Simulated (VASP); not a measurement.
# MgS (Pm-3m) in VASP: further runs, part 2 of 2

VASP 6.6.1.

### Step 4. Single point, r2SCAN (volume changed by -3%)

Contents of POSCAR:

```
MgS
1.0
    3.2298574006      0.0000000000      0.0000000000
    0.0000000000      3.2298574006      0.0000000000
    0.0000000000      0.0000000000      3.2298574006
Mg S
1 1
Direct
    0.0000000000      0.0000000000      0.0000000000
    0.5000000000      0.5000000000      0.5000000000
```

Contents of INCAR.step1:

```
SYSTEM = MgS
ALGO = Normal ; EDIFF = 1E-4
ENCUT = 520 ; GGA = PE
ISMEAR = -1 ; LASPH = .TRUE.
LCHARG = .FALSE. ; LREAL = .FALSE.
LWAVE = .TRUE. ; NBANDS = 11
NELM = 60 ; PREC = Accurate
SIGMA = 0.02
```

Contents of INCAR.step2:

```
SYSTEM = MgS
ALGO = Normal ; EDIFF = 1E-6
ENCUT = 520 ; ISIF = 2
ISMEAR = -1 ; ISTART = 1
LASPH = .TRUE. ; LCHARG = .FALSE.
LMIXTAU = .TRUE. ; LREAL = .FALSE.
LWAVE = .FALSE. ; METAGGA = R2SCAN
NBANDS = 11 ; NELM = 60
PREC = Accurate ; SIGMA = 0.02
```

Contents of KPOINTS:

```
k-points
0
G
  6 6 6
  0 0 0
```

Potentials or basis: VASP PAW PBE potentials, release 64 (Mg, S).

Started as:

```
> cat potpaw_PBE.64/Mg/POTCAR potpaw_PBE.64/S/POTCAR > POTCAR
> cp INCAR.step1 INCAR
> mpirun -np 1 vasp_std > vasp.out
> cp INCAR.step2 INCAR
> mpirun -np 1 vasp_std > vasp.out
```

OUTCAR:

```text
SYSTEM = MgS
   EDIFF = 1E-6
   ENCUT = 520
   ISIF = 2
   ISMEAR = -1
   ISTART = 1
   LASPH = .TRUE.
   LREAL = .FALSE.
   METAGGA = R2SCAN
   NELM = 60
   PREC = Accurate

 ion  position               nearest neighbor table
   1  0.000  0.000  0.000-   2 2.80   2 2.80   2 2.80   2 2.80   2 2.80   2 2.80   2 2.80   2 2.80

   2  0.500  0.500  0.500-   1 2.80   1 2.80   1 2.80   1 2.80   1 2.80   1 2.80   1 2.80   1 2.80

  LATTYP: Found a simple cubic cell.
 ALAT       =     3.2298574006

  Lattice vectors:

 A1 = (   3.2298574006,   0.0000000000,   0.0000000000)
 A2 = (   0.0000000000,   3.2298574006,   0.0000000000)
 A3 = (   0.0000000000,   0.0000000000,   3.2298574006)

Analysis of symmetry for initial positions (statically):
=====================================================================
 Subroutine PRICEL returns:
 Original cell was already a primitive cell.

 Routine SETGRP: Setting up the symmetry group for a
 simple cubic supercell.

 Subroutine GETGRP returns: Found 48 space group operations
 (whereof 48 operations were pure point group operations)
 out of a pool of 48 trial point group operations.

The static configuration has the point symmetry O_h .

Analysis of symmetry for dynamics (positions and initial velocities):
=====================================================================
 Subroutine PRICEL returns:
 Original cell was already a primitive cell.

 Routine SETGRP: Setting up the symmetry group for a
 simple cubic supercell.

 Subroutine GETGRP returns: Found 48 space group operations
 (whereof 48 operations were pure point group operations)
 out of a pool of 48 trial point group operations.

The dynamic configuration has the point symmetry O_h .

 Subroutine INISYM returns: Found 48 space group operations
 (whereof 48 operations are pure point group operations),
 and found     1 'primitive' translations

----------------------------------------------------------------------------------------

                                     Primitive cell
[... 112 lines left out ...]
   LHFCALC =     F    Hartree Fock is set to
   AEXX    =    0.0000 exact exchange contribution
   IVDW    =     0    specifies the selected vdW correction
   LEPSILON=     F    determine dielectric tensor
   LRPA    =     F    only Hartree local field effects (RPA)
 non-spin polarized calculation
  energy-cutoff  :      520.00
  volume of cell :       33.69
 maximum number of plane-waves:       931
   NGX = 13   NGY = 13   NGZ = 13

 number of electron       7.9999997 magnetization

 Free energy of the ion-electron system (eV)
  ---------------------------------------------------
  ext. energy  EPLUGINS =         0.00000000
  ---------------------------------------------------
  free energy    TOTEN  =       -14.07900346 eV

  energy without entropy =      -14.07894615  energy(sigma->0) =      -14.07897481

 E-fermi :   5.7387     XC(G=0): -10.3946

 val. band max:        5.6201408512   @ k =   0.5000   0.5000   0.0000
 cond. band min:       5.8357708532   @ k =   0.5000   0.5000   0.0000
 fundamental gap:      0.2156300020
 Fermi energy:         5.7387344318

 k-point     1 :       0.0000    0.0000    0.0000
  band No.  band energies     occupation
      1      -9.1874      2.00000
      2       4.2169      2.00000
      3       4.2169      2.00000
      4       4.2169      2.00000
      5       7.4457      0.00000
      6      10.4512      0.00000
      7      10.4512      0.00000
      8      19.5490      0.00000
      9      19.5490      0.00000
     10      19.5490      0.00000
     11      19.6668      0.00000
[... 253 lines left out ...]
 k-point    20 :       0.5000    0.5000    0.5000
  band No.  band energies     occupation
      1      -5.8084      2.00000
      2       1.5683      2.00000
      3       1.5683      2.00000
      4       1.5683      2.00000
      5       7.6291      0.00000
      6       7.6291      0.00000
      7       7.6291      0.00000
      8      12.0665      0.00000
      9      23.8188      0.00000
     10      23.8188      0.00000
     11      23.8188      0.00000

------------------------ aborting loop because EDIFF is reached ----------------------------------------

  FORCE on cell =-STRESS in cart. coord.  units (eV):
  Direction    XX          YY          ZZ          XY          YZ          ZX
  --------------------------------------------------------------------------------------
  -------------------------------------------------------------------------------------
  Total        0.3955583      0.3955583      0.3955583      0.0000000      0.0000000     -0.0000000
  in kB       18.8092307     18.8092307     18.8092307      0.0000000      0.0000000     -0.0000000
  external PRESSURE =      18.8092307 kB  Pullay stress =       0.0000000 kB

 VOLUME and BASIS-vectors are now :
 -----------------------------------------------------------------------------
  energy-cutoff  :      520.00
  volume of cell :       33.69
      direct lattice vectors                 reciprocal lattice vectors
     3.229857401  0.000000000  0.000000000     0.309611192  0.000000000  0.000000000
     0.000000000  3.229857401  0.000000000     0.000000000  0.309611192  0.000000000
     0.000000000  0.000000000  3.229857401     0.000000000  0.000000000  0.309611192

 POSITION                                       TOTAL-FORCE (eV/Angst)
 -----------------------------------------------------------------------------------
      0.00000      0.00000      0.00000         0.000000      0.000000      0.000000
      1.61493      1.61493      1.61493         0.000000      0.000000      0.000000
 -----------------------------------------------------------------------------------
    total drift:                               -0.000000     -0.000000     -0.000000

  FREE ENERGIE OF THE ION-ELECTRON SYSTEM (eV)
  ---------------------------------------------------
  free  energy   TOTEN  =       -14.0790034637 eV

  energy  without entropy=      -14.0789461510  energy(sigma->0) =      -14.07897481
```

OSZICAR.step1:

```text
N       E                     dE             d eps       ncg     rms          rms(c)
DAV:   1     0.210857679661E+02    0.21086E+02   -0.36990E+03   464   0.599E+02
DAV:   2    -0.657671330607E+01   -0.27662E+02   -0.26616E+02   541   0.961E+01
DAV:   3    -0.784940348402E+01   -0.12727E+01   -0.12706E+01   550   0.221E+01
DAV:   4    -0.785582102836E+01   -0.64175E-02   -0.64170E-02   513   0.186E+00
DAV:   5    -0.785586699199E+01   -0.45964E-04   -0.45964E-04   554   0.149E-01    0.560E+00
DAV:   6    -0.730942896916E+01    0.54644E+00   -0.11376E+00   476   0.401E+00    0.412E+00
DAV:   7    -0.724969885610E+01    0.59730E-01   -0.25260E-01   513   0.213E+00    0.250E+00
DAV:   8    -0.725566957263E+01   -0.59707E-02   -0.99827E-02   458   0.137E+00    0.107E+00
DAV:   9    -0.724156067745E+01    0.14109E-01   -0.28832E-02   461   0.696E-01    0.468E-01
DAV:  10    -0.724272425877E+01   -0.11636E-02   -0.12626E-03   482   0.187E-01    0.220E-01
DAV:  11    -0.724130309832E+01    0.14212E-02   -0.36529E-03   472   0.235E-01    0.378E-02
DAV:  12    -0.724132852627E+01   -0.25428E-04   -0.16586E-04   389   0.758E-02
   1 F= -.72413285E+01 E0= -.72403580E+01  d E =-.194105E-02
```

Wall time 57 s (1 thread of Intel Xeon 6975P-C, shared host); peak memory 0.14 GiB.

Results:

```yaml
Free_energy: -14.0790 eV
Pressure: 1.9 GPa
Band_gap_on_the_k_mesh: 0.22 eV, direct
```

Caveat: the cell differs from its parent crystal (volume changed by -3%); the PAW data sets were made with another functional, which shifts forces and pressure a little. A k mesh can miss the band edges.

### Step 5. Single point, PBE

This run uses another cell than the first one, of 17.37 Å³/atom, 0.934 times its volume.

Contents of INCAR:

```
PREC = Accurate
ENCUT = 520
EDIFF = 1E-7
ISMEAR = -1
SIGMA = 0.02
LREAL = F
LASPH = T
NELM = 60
ALGO = Normal
ISIF = 2
LWAVE = F
LCHARG = F
GGA = PE
NBANDS = 11
```

Contents of KPOINTS:

```
Automatic mesh
0
Gamma
  8 8 8
```

Contents of POSCAR:

```
MgS
1.0
    3.2628174056      0.0000000000      0.0000000000
    0.0000000000      3.2628174056      0.0000000000
    0.0000000000      0.0000000000      3.2628174056
Mg S
1 1
Direct
    0.0000000000      0.0000000000      0.0000000000
    0.5000000000      0.5000000000      0.5000000000
```

Started as:

```
> cat potpaw_PBE.64/Mg/POTCAR potpaw_PBE.64/S/POTCAR > POTCAR
> mpirun -np 1 vasp_std > vasp.out
```

It took 16 s on 1 thread of Intel Xeon 6975P-C, shared host; peak memory 0.14 GiB.

It converged, with:

```yaml
Free_energy: -7.2588 eV
Pressure: 0.5 GPa
Band_gap_on_the_k_mesh: zero (band 4 reaches 5.47 eV, above the bottom of band 5 at 5.22 eV)
```

Levels at points of the mesh, in eV from the Fermi level:
```csv
k point,band 2,band 3,band 4,band 5,band 6,band 7
"(0.00, 0.00, 0.00)",-1.35,-1.35,-1.35,0.80,4.34,4.34
"(0.50, 0.00, 0.00)",-6.71,-0.60,-0.60,3.83,6.22,7.15
"(0.50, 0.50, 0.00)",-5.07,-5.07,-0.45,0.12,7.61,8.38
"(0.50, 0.50, 0.50)",-3.80,-3.80,-3.80,1.61,1.61,1.61
```

### Step 6. Single point, r2SCAN

This run uses another cell than the first one, of 17.37 Å³/atom, 0.934 times its volume.

POSCAR is that of step 5.

Contents of INCAR.step1:

```
SYSTEM = MgS
  ALGO = Normal
  EDIFF = 1E-4
  ENCUT = 520
  GGA = PE
  ISMEAR = -1
  LASPH = .TRUE.
  LCHARG = .FALSE.
  LREAL = .FALSE.
  LWAVE = .TRUE.
  NBANDS = 11
  NELM = 80
  PREC = Accurate
  SIGMA = 0.02
```

Contents of INCAR.step2:

```
SYSTEM = MgS
  ALGO = Normal
  EDIFF = 1E-7
  ENCUT = 520
  ISIF = 2
  ISMEAR = -1
  ISTART = 1
  LASPH = .TRUE.
  LCHARG = .FALSE.
  LMIXTAU = .TRUE.
  LREAL = .FALSE.
  LWAVE = .FALSE.
  METAGGA = R2SCAN
  NBANDS = 11
  NELM = 80
  PREC = Accurate
  SIGMA = 0.02
```

Contents of KPOINTS:

```
k-points
0
G
  6 6 6
  0 0 0
```

Potentials or basis: VASP PAW PBE potentials, release 64 (Mg, S).

Started as:

```
> cat potpaw_PBE.64/Mg/POTCAR potpaw_PBE.64/S/POTCAR > POTCAR
> cp INCAR.step1 INCAR
> mpirun -np 1 vasp_std > vasp.out
> cp INCAR.step2 INCAR
> mpirun -np 1 vasp_std > vasp.out
```

OUTCAR:

```text
SYSTEM = MgS
   EDIFF = 1E-7
   ENCUT = 520
   ISIF = 2
   ISMEAR = -1
   ISTART = 1
   LASPH = .TRUE.
   LREAL = .FALSE.
   METAGGA = R2SCAN
   NELM = 80
   PREC = Accurate

 ion  position               nearest neighbor table
   1  0.000  0.000  0.000-   2 2.83   2 2.83   2 2.83   2 2.83   2 2.83   2 2.83   2 2.83   2 2.83

   2  0.500  0.500  0.500-   1 2.83   1 2.83   1 2.83   1 2.83   1 2.83   1 2.83   1 2.83   1 2.83

  LATTYP: Found a simple cubic cell.
 ALAT       =     3.2628174056

  Lattice vectors:

 A1 = (   3.2628174056,   0.0000000000,   0.0000000000)
 A2 = (   0.0000000000,   3.2628174056,   0.0000000000)
 A3 = (   0.0000000000,   0.0000000000,   3.2628174056)

Analysis of symmetry for initial positions (statically):
=====================================================================
 Subroutine PRICEL returns:
 Original cell was already a primitive cell.

 Routine SETGRP: Setting up the symmetry group for a
 simple cubic supercell.

 Subroutine GETGRP returns: Found 48 space group operations
 (whereof 48 operations were pure point group operations)
 out of a pool of 48 trial point group operations.

[... 167 lines left out ...]
      3       3.9495      2.00000
      4       3.9495      2.00000
      5       6.9344      0.00000
      6      10.2368      0.00000
      7      10.2368      0.00000
      8      18.9043      0.00000
      9      18.9043      0.00000
     10      18.9043      0.00000
     11      19.2550      0.00000
[... 253 lines left out ...]
 k-point    20 :       0.5000    0.5000    0.5000
  band No.  band energies     occupation
      1      -6.0932      2.00000
      2       1.4103      2.00000
      3       1.4103      2.00000
      4       1.4103      2.00000
      5       7.3877      0.00000
      6       7.3877      0.00000
      7       7.3877      0.00000
      8      11.5434      0.00000
      9      23.1030      0.00000
     10      23.1030      0.00000
     11      23.1030      0.00000

------------------------ aborting loop because EDIFF is reached ----------------------------------------

  FORCE on cell =-STRESS in cart. coord.  units (eV):
  Direction    XX          YY          ZZ          XY          YZ          ZX
  --------------------------------------------------------------------------------------
  -------------------------------------------------------------------------------------
  Total       -0.1207941     -0.1207941     -0.1207941     -0.0000000      0.0000000      0.0000000
  in kB       -5.5715746     -5.5715746     -5.5715746     -0.0000000      0.0000000      0.0000000
  external PRESSURE =      -5.5715746 kB  Pullay stress =       0.0000000 kB

 VOLUME and BASIS-vectors are now :
 -----------------------------------------------------------------------------
  energy-cutoff  :      520.00
  volume of cell :       34.74
      direct lattice vectors                 reciprocal lattice vectors
     3.262817406  0.000000000  0.000000000     0.306483592  0.000000000  0.000000000
     0.000000000  3.262817406  0.000000000     0.000000000  0.306483592  0.000000000
     0.000000000  0.000000000  3.262817406     0.000000000  0.000000000  0.306483592

 POSITION                                       TOTAL-FORCE (eV/Angst)
 -----------------------------------------------------------------------------------
      0.00000      0.00000      0.00000         0.000000      0.000000      0.000000
      1.63141      1.63141      1.63141         0.000000      0.000000      0.000000
 -----------------------------------------------------------------------------------
    total drift:                               -0.000000     -0.000000     -0.000000

  FREE ENERGIE OF THE ION-ELECTRON SYSTEM (eV)
  ---------------------------------------------------
  free  energy   TOTEN  =       -14.0833297925 eV

  energy  without entropy=      -14.0831501796  energy(sigma->0) =      -14.08323999
```

OSZICAR.step1:

```text
N       E                     dE             d eps       ncg     rms          rms(c)
DAV:   1     0.236391584135E+02    0.23639E+02   -0.34803E+03   448   0.587E+02
DAV:   2    -0.591371639523E+01   -0.29553E+02   -0.27437E+02   536   0.971E+01
DAV:   3    -0.787556062419E+01   -0.19618E+01   -0.19569E+01   557   0.260E+01
DAV:   4    -0.788765809856E+01   -0.12097E-01   -0.12095E-01   525   0.226E+00
DAV:   5    -0.788774594431E+01   -0.87846E-04   -0.87845E-04   529   0.200E-01    0.537E+00
DAV:   6    -0.732267384701E+01    0.56507E+00   -0.11853E+00   479   0.406E+00    0.396E+00
DAV:   7    -0.725879099712E+01    0.63883E-01   -0.25103E-01   513   0.210E+00    0.244E+00
DAV:   8    -0.726137005315E+01   -0.25791E-02   -0.73823E-02   467   0.122E+00    0.101E+00
DAV:   9    -0.725129517703E+01    0.10075E-01   -0.19157E-02   476   0.564E-01    0.474E-01
DAV:  10    -0.725127091878E+01    0.24258E-04   -0.59562E-04   503   0.149E-01
   1 F= -.72512709E+01 E0= -.72504132E+01  d E =-.171548E-02
```

It took 57 s on 1 thread of Intel Xeon 6975P-C, shared host; peak memory 0.14 GiB.

What came out:

```yaml
Free_energy: -14.0833 eV
Pressure: -0.6 GPa
Band_gap_on_the_k_mesh: 0.13 eV, direct
```

Levels at points of the mesh, in eV from the valence-band top:
| k point | band 1 | band 2 | band 3 | band 4 | band 5 | band 6 | band 7 | band 8 |
| --- | --- | --- | --- | --- | --- | --- | --- | --- |
| (0.00, 0.00, 0.00) | -14.64 | -1.42 | -1.42 | -1.42 | 1.57 | 4.87 | 4.87 | 13.54 |
| (0.50, 0.00, 0.00) | -13.43 | -6.84 | -0.64 | -0.64 | 4.54 | 7.10 | 7.70 | 7.91 |
| (0.50, 0.50, 0.00) | -12.41 | -5.23 | -5.23 | 0.00 | 0.13 | 8.28 | 9.29 | 9.29 |
| (0.50, 0.50, 0.50) | -11.46 | -3.96 | -3.96 | -3.96 | 2.02 | 2.02 | 2.02 | 6.17 |

Caveat: the PAW data sets were made with another functional, which shifts forces and pressure a little. A k mesh can miss the band edges.

### Step 7. Overview

```csv
level,cell,k mesh,gap on the mesh (eV),pressure (GPa)
PBE,"a = 3.338 Å, 2 atoms",6 × 6 × 6,0.10,-3.9
r2SCAN,"a = 3.196 Å, 2 atoms",6 × 6 × 6,0.24,4.7
r2SCAN,"a = 3.230 Å, 2 atoms",6 × 6 × 6,0.22,1.9
PBE,"a = 3.263 Å, 2 atoms",8 × 8 × 8,none,0.5
r2SCAN,"a = 3.263 Å, 2 atoms",6 × 6 × 6,0.13,-0.6
```

Alike in all rows: task single point; potentials or basis VASP PAW PBE potentials, release 64 (Mg, S); no spin polarisation; cutoff (eV) 520; smearing fermi-dirac 0.02 eV.

Caveats: the PAW data sets were made with another functional, which shifts forces and pressure a little (some runs).

Absolute energies hang on the potentials; compare differences alone.
